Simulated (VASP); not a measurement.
# SnO2 (Fddd) in VASP: single point with PBE

Aim: the single point of SnO2 with PBE.

Everything below comes from runs of VASP 6.6.1. Logs are shortened: lines on timing, memory, paths and dates and some standing lists are left out, and cuts for length are marked.

**1. The cell of the first run**

The structure is orthorhombic, space group Fddd (No. 70). Conventional cell: a = 5.527 Å, b = 5.785 Å, c = 10.203 Å, α = 90.00°, β = 90.00°, γ = 90.00°. Sn (site symmetry 222) has 6 O at 2.06 to 2.08 Å within 2.7 Å. Within 2.7 Å of O (site symmetry 2) lie 3 Sn at 2.06 to 2.08 Å and 2 O at 2.56 Å.

**2. Single point, PBE (shear xy strain +4.6%)**

File INCAR:

```
SYSTEM = SnO2
PREC     = Accurate       ! precision mode
ENCUT    = 520            ! plane-wave cutoff, eV
EDIFF    = 1E-6           ! SCF threshold, eV
ISMEAR   = -1             ! smearing method
SIGMA    = 0.02           ! smearing width, eV
LREAL    = .FALSE.        ! projectors in reciprocal space
LASPH    = .TRUE.         ! aspherical terms in the spheres
NELM     = 100            ! most SCF steps
ALGO     = Normal         ! electronic algorithm
ISIF     = 2              ! what is computed and relaxed
LWAVE    = .FALSE.        ! write WAVECAR
LCHARG   = .TRUE.         ! write CHGCAR
GGA      = PE             ! functional
LELF     = .TRUE.         ! ELF
LVHAR    = .TRUE.       
NBANDS   = 35             ! bands
```

File KPOINTS:

```
Automatic mesh
0
G
  10 10 10
  0 0 0
```

File POSCAR:

```
SnO2
1.0
   -1.9540459660      1.9540459660      5.1012501359
    1.9540459660     -1.9540459660      5.1012501359
    2.0452294454      2.0452294454     -5.1012501359
Sn O
2 4
Direct
    0.7500000000      0.2500000000      0.5000000000
    0.0000000000      0.0000000000      0.0000000000
    0.7964012638      0.7964012638      0.0000000000
    0.9535987362      0.4535987362      0.5000000000
    0.2035987362      0.2035987362      0.0000000000
    0.5464012638      0.0464012638      0.5000000000
```

Potentials or basis: VASP PAW PBE potentials, release 64 (Sn_d, O).

Run with:

```
$ cat potpaw_PBE.64/Sn_d/POTCAR potpaw_PBE.64/O/POTCAR > POTCAR
$ mpirun -np 1 vasp_std > vasp.out
```

OUTCAR:

```text
SYSTEM = SnO2
   PREC = Accurate
   ENCUT = 520
   EDIFF = 1E-6
   ISMEAR = -1
   LREAL = .FALSE.
   LASPH = .TRUE.
   NELM = 100
   ISIF = 2
   GGA = PE

 ion  position               nearest neighbor table
   1  0.750  0.250  0.500-   3 2.06   5 2.06   3 2.06   5 2.06   4 2.08   6 2.08   2 3.24   2 3.24
                             2 3.24   2 3.24
   2  0.000  0.000  0.000-   6 2.06   4 2.06   6 2.06   4 2.06   3 2.08   5 2.08   1 3.24   1 3.24
                             1 3.24   1 3.24
   3  0.796  0.796  0.000-   1 2.06   1 2.06   2 2.08
   4  0.954  0.454  0.500-   2 2.06   2 2.06   1 2.08
   5  0.204  0.204  0.000-   1 2.06   1 2.06   2 2.08
   6  0.546  0.046  0.500-   2 2.06   2 2.06   1 2.08

  LATTYP: Found a face centered orthorhombic cell.
 ALAT       =     5.5268766132
 B/A-ratio  =     1.0466639378
 C/A-ratio  =     1.8459793814

  Lattice vectors:

 A1 = (   2.0452294454,   2.0452294454,  -5.1012501359)
 A2 = (  -1.9540459660,   1.9540459660,  -5.1012501359)
 A3 = (   0.0911834794,   3.9992754114,   0.0000000000)

Analysis of symmetry for initial positions (statically):
=====================================================================
 Subroutine PRICEL returns:
 Original cell was already a primitive cell.

 Routine SETGRP: Setting up the symmetry group for a
 face centered orthorhombic supercell.

 Subroutine GETGRP returns: Found  8 space group operations
 (whereof  4 operations were pure point group operations)
 out of a pool of  8 trial point group operations.

The static configuration has the point symmetry D_2 .
 The point group associated with its full space group is D_2h.

Analysis of symmetry for dynamics (positions and initial velocities):
=====================================================================
 Subroutine PRICEL returns:
 Original cell was already a primitive cell.

 Routine SETGRP: Setting up the symmetry group for a
 face centered orthorhombic supercell.

 Subroutine GETGRP returns: Found  8 space group operations
 (whereof  4 operations were pure point group operations)
 out of a pool of  8 trial point group operations.

The dynamic configuration has the point symmetry D_2 .
 The point group associated with its full space group is D_2h.

 Subroutine INISYM returns: Found  8 space group operations
 (whereof  4 operations are pure point group operations),
 and found     1 'primitive' translations

----------------------------------------------------------------------------------------

                                     Primitive cell

  volume of cell :      81.5480

  direct lattice vectors                    reciprocal lattice vectors
    -1.954045966  1.954045966  5.101250136    -0.005703998  0.250175346  0.098015190
     1.954045966 -1.954045966  5.101250136     0.250175346 -0.005703998  0.098015190
     2.045229445  2.045229445 -5.101250136     0.244471348  0.244471348  0.000000000

  length of vectors
     5.801667366  5.801667366  5.864186211     0.268751217  0.268751217  0.345734696

  position of ions in fractional coordinates (direct lattice)
     0.750000000  0.250000000  0.500000000
     0.000000000  0.000000000  0.000000000
     0.796401264  0.796401264  0.000000000
     0.953598736  0.453598736  0.500000000
     0.203598736  0.203598736  0.000000000
     0.546401264  0.046401264  0.500000000

  ion indices of the primitive-cell ions
   primitive index   ion index
                 1           1
                 2           2
                 3           3
                 4           4
                 5           5
                 6           6

----------------------------------------------------------------------------------------

 KPOINTS: Automatic mesh

Automatic generation of k-mesh.
 Grid dimensions read from file:
 generate k-points for:   10   10   10

 Generating k-lattice:

  Cartesian coordinates                     Fractional coordinates (reciprocal lattice)
    -0.000570400  0.025017535  0.009801519     0.100000000  0.000000000 -0.000000000
     0.025017535 -0.000570400  0.009801519     0.000000000  0.100000000 -0.000000000
     0.024447135  0.024447135  0.000000000     0.000000000  0.000000000  0.100000000

  Length of vectors
     0.026875122  0.026875122  0.034573470

  Shift w.r.t. Gamma in fractional coordinates (k-lattice)
     0.000000000  0.000000000  0.000000000

 Subroutine IBZKPT returns following result:
 ===========================================

 Found    171 irreducible k-points:

 Following reciprocal coordinates:
            Coordinates               Weight
  0.000000  0.000000  0.000000      1.000000
  0.100000  0.000000  0.000000      8.000000
  0.200000  0.000000  0.000000      8.000000
  0.300000  0.000000 -0.000000      8.000000
  0.400000  0.000000  0.000000      8.000000
  0.500000  0.000000  0.000000      4.000000
[... 16 lines left out ...]
  0.300000  0.300000  0.000000      4.000000
  0.400000  0.300000  0.000000      8.000000
 [... further k-points ...]
   k-points           NKPTS =    171   k-points in BZ     NKDIM =    171   number of bands    NBANDS=     35
   number of dos      NEDOS =    301   number of ions     NIONS =      6
   total plane-waves  NPLWV = 110592
   dimension x,y,z NGX =    48 NGY =   48 NGZ =   48
   dimension x,y,z NGXF=    96 NGYF=   96 NGZF=   96
   ions per type =               2   4
   NGX,Y,Z   is equivalent  to a cutoff of  13.75, 13.75, 13.61 a.u.
   NGXF,Y,Z  is equivalent  to a cutoff of  27.51, 27.51, 27.22 a.u.
 SYSTEM =  SnO2
   PREC   = accura    normal or accurate (medium, high low for compatibility)
   ISTART =      0    job   : 0-new  1-cont  2-samecut
   ICHARG =      2    charge: 1-file 2-atom 10-const
   ISPIN  =      1    spin polarized calculation?
   LNONCOLLINEAR =      F non collinear calculations
   LSORBIT =      F    spin-orbit coupling
   LASPH  =      T    aspherical Exc in radial PAW
   ENCUT  =  520.0 eV  38.22 Ry    6.18 a.u.  10.79 10.79 10.90*2*pi/ulx,y,z
   NELM   =    100;   NELMIN=  2; NELMDL= -5     # of ELM steps
   EDIFF  = 0.1E-05   stopping-criterion for ELM
   LREAL  =      F    real-space projection
   EDIFFG = 0.1E-04   stopping-criterion for IOM
   NSW    =      0    number of steps for IOM
   IBRION =     -1    ionic relax: 0-MD 1-quasi-New 2-CG
   NFREE  =      0    steps in history (QN), initial steepest desc. (CG)
   ISIF   =      2    stress and relaxation
   ISYM   =      2    0-nonsym 1-usesym 2-fastsym
   POTIM  = 0.5000    time-step for ionic-motion
   TEBEG  =    0.0;   TEEND  =   0.0 temperature during run
   PSTRESS=    0.0 pullay stress
   NELECT =      52.0000    total number of electrons
   NUPDOWN=      -1.0000    fix difference up-down
   EMIN   =  10.00;   EMAX   =-10.00  energy-range for DOS
   EFERMI =   0.00;   METHOD = LEGACY
   ISMEAR =    -1;   SIGMA  =   0.02  broadening in eV -4-tet -1-fermi 0-gaus
   EFERMI_NEDOS =   21; number of points for ismear=-14 and -15
   IALGO  =     38    algorithm
   IMIX   =      4    mixing-type and parameters
     AMIX     =   0.40;   BMIX     =  1.00
     AMIX_MAG =   1.60;   BMIX_MAG =  1.00
  volume/ion in A,a.u.               =      13.59        91.72
  Fermi-wavevector in a.u.,A,eV,Ry     =   1.409088  2.662790 27.014765  1.985529
  Thomas-Fermi vector in A             =   2.531180
   LORBIT       =      0    0 simple, 1 ext, 2 COOP (PROOUT), +10 PAW based schemes
   GGA     = PE    functional components
   LHFCALC =     F    Hartree Fock is set to
   AEXX    =    0.0000 exact exchange contribution
   IVDW    =     0    specifies the selected vdW correction
   LEPSILON=     F    determine dielectric tensor
   LRPA    =     F    only Hartree local field effects (RPA)
 non-spin polarized calculation
  energy-cutoff  :      520.00
  volume of cell :       81.55
 maximum number of plane-waves:      2230
 NGX is ok and might be reduce to    48
   NGX = 21   NGY = 21   NGZ = 21

 number of electron      52.0000004 magnetization

 Free energy of the ion-electron system (eV)
  ---------------------------------------------------
  ext. energy  EPLUGINS =         0.00000000
  ---------------------------------------------------
  free energy    TOTEN  =       -36.86458097 eV

  energy without entropy =      -36.86458097  energy(sigma->0) =      -36.86458097

 E-fermi :   4.6118     XC(G=0): -10.3183

 val. band max:        4.1262114225   @ k =   0.3000   0.3000   0.2000
 cond. band min:       5.7998207411   @ k =   0.0000   0.0000   0.0000
 fundamental gap:      1.6736093186
 Fermi energy:         4.6117892676

 k-point     1 :       0.0000    0.0000    0.0000
  band No.  band energies     occupation
      1     -16.3093      2.00000
      2     -16.2794      2.00000
      3     -16.1432      2.00000
      4     -15.5769      2.00000
      5     -15.4739      2.00000
      6     -15.4713      2.00000
[... 27 lines left out ...]
     34      16.1455      0.00000
     35      16.5558      0.00000

 k-point     2 :       0.1000    0.0000    0.0000
  band No.  band energies     occupation
      1     -16.3291      2.00000
      2     -16.2245      2.00000
      3     -16.1300      2.00000
      4     -15.5813      2.00000
      5     -15.4754      2.00000
      6     -15.4701      2.00000
[... 27 lines left out ...]
     34      15.8291      0.00000
     35      16.6491      0.00000

 k-point     3 :       0.2000    0.0000    0.0000
  band No.  band energies     occupation
      1     -16.3346      2.00000
      2     -16.1561      2.00000
      3     -16.0640      2.00000
      4     -15.5933      2.00000
      5     -15.4812      2.00000
      6     -15.4647      2.00000
[... 27 lines left out ...]
     34      15.5652      0.00000
     35      16.2464      0.00000

 k-point     4 :       0.3000    0.0000   -0.0000
  band No.  band energies     occupation
      1     -16.3322      2.00000
      2     -16.1151      2.00000
      3     -15.9437      2.00000
      4     -15.6088      2.00000
      5     -15.4881      2.00000
      6     -15.4573      2.00000
[... 27 lines left out ...]
     34      15.8248      0.00000
     35      15.9532      0.00000

 k-point     5 :       0.4000    0.0000    0.0000
  band No.  band energies     occupation
      1     -16.3304      2.00000
      2     -16.0857      2.00000
      3     -15.8404      2.00000
      4     -15.6217      2.00000
      5     -15.4933      2.00000
      6     -15.4473      2.00000
[... 638 lines left out ...]
 k-point    22 :      -0.2000    0.2000    0.0000
  band No.  band energies     occupation
      1     -16.2342      2.00000
      2     -16.1094      2.00000
      3     -15.9819      2.00000
      4     -15.6768      2.00000
      5     -15.4835      2.00000
      6     -15.4419      2.00000
[... 27 lines left out ...]
     34      15.3741      0.00000
     35      16.0454      0.00000

 k-point    23 :       0.3000    0.3000    0.0000
  band No.  band energies     occupation
      1     -16.2031      2.00000
      2     -16.0674      2.00000
      3     -15.7608      2.00000
      4     -15.5531      2.00000
      5     -15.5090      2.00000
      6     -15.4188      2.00000
[... 27 lines left out ...]
     34      15.4199      0.00000
     35      16.8837      0.00000

 k-point    24 :       0.4000    0.3000    0.0000
  band No.  band energies     occupation
      1     -16.1496      2.00000
      2     -16.0203      2.00000
      3     -15.7093      2.00000
      4     -15.5629      2.00000
      5     -15.5098      2.00000
      6     -15.3971      2.00000
[... 27 lines left out ...]
     34      15.5561      0.00000
     35      16.8655      0.00000

 [... further k-points ...]

------------------------ aborting loop because EDIFF is reached ----------------------------------------

  FORCE on cell =-STRESS in cart. coord.  units (eV):
  Direction    XX          YY          ZZ          XY          YZ          ZX
  --------------------------------------------------------------------------------------
  -------------------------------------------------------------------------------------
  Total        3.6619035      3.6619035      3.9733957     -0.8015976      0.0000000      0.0000000
  in kB       71.9455694     71.9455694     78.0654706    -15.7490221      0.0000000      0.0000000
  external PRESSURE =      73.9855365 kB  Pullay stress =       0.0000000 kB

 VOLUME and BASIS-vectors are now :
 -----------------------------------------------------------------------------
  energy-cutoff  :      520.00
  volume of cell :       81.55
      direct lattice vectors                 reciprocal lattice vectors
    -1.954045966  1.954045966  5.101250136    -0.005703998  0.250175346  0.098015190
     1.954045966 -1.954045966  5.101250136     0.250175346 -0.005703998  0.098015190
     2.045229445  2.045229445 -5.101250136     0.244471348  0.244471348  0.000000000

 POSITION                                       TOTAL-FORCE (eV/Angst)
 -----------------------------------------------------------------------------------
      0.04559      1.99964      2.55063        -0.000000     -0.000000      0.000000
      0.00000      0.00000      0.00000        -0.000000     -0.000000      0.000000
      0.00000      0.00000      8.12528         0.000000      0.000000     -0.117844
      0.04559      1.99964      4.62784         0.000000      0.000000      0.117844
      0.00000      0.00000      2.07722         0.000000      0.000000      0.117844
      0.04559      1.99964      0.47341        -0.000000     -0.000000     -0.117844
 -----------------------------------------------------------------------------------
    total drift:                                0.000000      0.000000     -0.000000

  FREE ENERGIE OF THE ION-ELECTRON SYSTEM (eV)
  ---------------------------------------------------
  free  energy   TOTEN  =       -36.8645809733 eV

  energy  without entropy=      -36.8645809733  energy(sigma->0) =      -36.86458097
```

Wall time 13 min (1 thread of AMD EPYC 7R13 (Zen 3), shared host); peak memory 0.55 GiB.

Results:

| Quantity | Value |
| --- | --- |
| Free energy | -36.8646 eV |
| Pressure | 7.4 GPa |
| Largest force | 0.118 eV/Å |
| Band gap on the k mesh | 1.67 eV (least direct gap 1.94 eV) |

Forces on the atoms (eV/Å):
```
Sn   0.000  0.000  0.000
Sn   0.000  0.000  0.000
O    0.000  0.000 -0.118
O    0.000  0.000  0.118
O    0.000  0.000  0.118
O    0.000  0.000 -0.118
```

Stress tensor (GPa, compression positive):
```
 7.19 -1.57  0.00
-1.57  7.19  0.00
 0.00  0.00  7.81
```

Levels at points of the mesh, in eV from the valence-band top:
| k point | band 24 | band 25 | band 26 | band 27 | band 28 | band 29 |
| --- | --- | --- | --- | --- | --- | --- |
| (0.00, 0.00, 0.00) | -0.56 | -0.55 | -0.26 | 1.67 | 5.59 | 9.44 |
| (0.50, 0.00, 0.00) | -0.77 | -0.58 | -0.39 | 5.00 | 6.27 | 7.96 |
| (0.50, 0.50, 0.00) | -0.80 | -0.02 | -0.02 | 7.40 | 7.40 | 7.79 |
| (0.00, 0.00, 0.50) | -0.83 | -0.09 | -0.09 | 7.35 | 7.35 | 7.64 |
| (0.50, 0.50, 0.50) | -1.05 | -0.28 | -0.28 | 4.30 | 4.30 | 7.75 |

Caveat: the cell differs from its parent crystal (shear xy strain +4.6%); the cell stands under pressure; spin-orbit coupling is left out, which moves the levels of the heavy elements. A k mesh can miss the band edges.
